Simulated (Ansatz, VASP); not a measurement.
# Two plane-wave programs on LiF

INCAR

```
ALGO = Normal ; EDIFF = 1E-7
ENCUT = 520 ; GGA = PS
ISIF = 2 ; ISMEAR = 0
LASPH = T ; LCHARG = F
LREAL = F ; LWAVE = F
NBANDS = 12 ; NELM = 80
PREC = Accurate ; SIGMA = 0.05
```

Contents of KPOINTS:

```
k-points
0
Gamma
  10 10 10
```

POSCAR

```
LiF
1.0
    0.0000000000      2.0140000000      2.0140000000
    1.7874250000      0.0000000000      2.0140000000
    1.7874250000      2.0140000000      0.0000000000
Li F
1 1
Direct
    0.0000000000      0.0000000000      0.0000000000
    0.5000000000      0.5000000000      0.5000000000
```

Input for Ansatz:

```yaml
crystal:
  lattice:
    - [0.0, 2.014, 2.014]
    - [1.787425, 0.0, 2.014]
    - [1.787425, 2.014, 0.0]
  atoms:
    - { symbol: Li, position: [0.0, 0.0, 0.0] }
    - { symbol: F, position: [0.5, 0.5, 0.5] }
basis:
  ecutwfc: 420
kpoints:
  mp_grid: { grid: [10, 10, 10] }
hamiltonian:
  xc: pbesol
scf:
  occupations: { method: gaussian, width: 0.05 }
output:
  forces: true
  stress: true
  eigenvalues: true
```

Change from the starting cell: strain -0.1125 x Voigt [1, 0, 0, 0, 0, 0], atoms carried along.

Alike in both runs: task single point; functional PBEsol; k mesh 10 × 10 × 10; occupations gaussian, width 0.05 eV; no spin polarisation.

|  | VASP | Ansatz |
| --- | --- | --- |
| version | VASP 6.6.1 | Ansatz 0.2.0 |
| potentials or method | VASP PAW PBE potentials, release 64 (Li_sv, F), cutoff 520 eV | scalar-relativistic, plane waves, PAW |
| valence electrons in the cell | 10 | 10 |

```tsv
	VASP	Ansatz	Ansatz less VASP
gap on the k mesh at the Fermi level (eV)	9.84	9.84	-0.001
least direct gap on the mesh (eV)	9.84	9.84	-0.001
```

VASP's potentials were made for PBE, not for PBEsol.

Noted on VASP's run: the cutoff is short for stress, so the pressure is rough.
